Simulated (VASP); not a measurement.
Set up this calculation in VASP 6.6.1, as the native input.

- Task: electric field gradients
- Functional: LDA
- Potentials or basis: VASP PAW LDA potentials, release 64 (Sb, Au)
- Cutoff: 520 eV
- k mesh: 9 × 9 × 9
- Occupations: fermi-dirac, width 0.08 eV
- Spin: no spin polarisation
- Dipole correction: no
- Further INCAR settings: ALGO = Normal; EDIFF = 1e-08; NBANDS = 18

The structure of Sb2Au lies in POSCAR:

```
Sb2Au
1.0
    0.0000000000      3.3168694821      3.3168694821
    3.3168694821      0.0000000000      3.3168694821
    3.3168694821      3.3168694821      0.0000000000
Sb Au
2 1
Direct
    0.2500000000      0.2500000000      0.2500000000
    0.7500000000      0.7500000000      0.7500000000
    0.0000000000      0.0000000000      0.0000000000
```

One way to write it, as run:

INCAR

```
  ALGO = Normal
  EDIFF = 1E-8
  ENCUT = 520
  ISIF = 2
  ISMEAR = -1
  LASPH = T
  LCHARG = F
  LEFG = T
  LREAL = F
  LWAVE = F
  NBANDS = 18
  NELM = 80
  PREC = Accurate
  SIGMA = 0.08
```

KPOINTS

```
k-points
0
Gamma
  9 9 9
```

Potentials or basis: VASP PAW LDA potentials, release 64 (Sb, Au).

Launch:

```console
$ cat potpaw_LDA.64/Sb/POTCAR potpaw_LDA.64/Au/POTCAR > POTCAR
$ mpirun -np 1 vasp_std > vasp.out
```

Results of the run:

| Item | Value |
| --- | --- |
| Pressure | 4.2 GPa |
| Band gap on the k mesh | zero (an odd number of electrons rules out a gap without spin polarisation) |
| Largest electric field gradient by atom | zero within the noise of the run |

Caveat: the cell stands under pressure; spin-orbit coupling is left out, which moves the levels of the heavy elements.

Run time: 50 s on 1 thread of Intel(R) Xeon(R) Platinum 8259CL CPU @ 2.50GHz (Skylake/Cascade Lake) (shared host), peak memory 0.2 GiB.
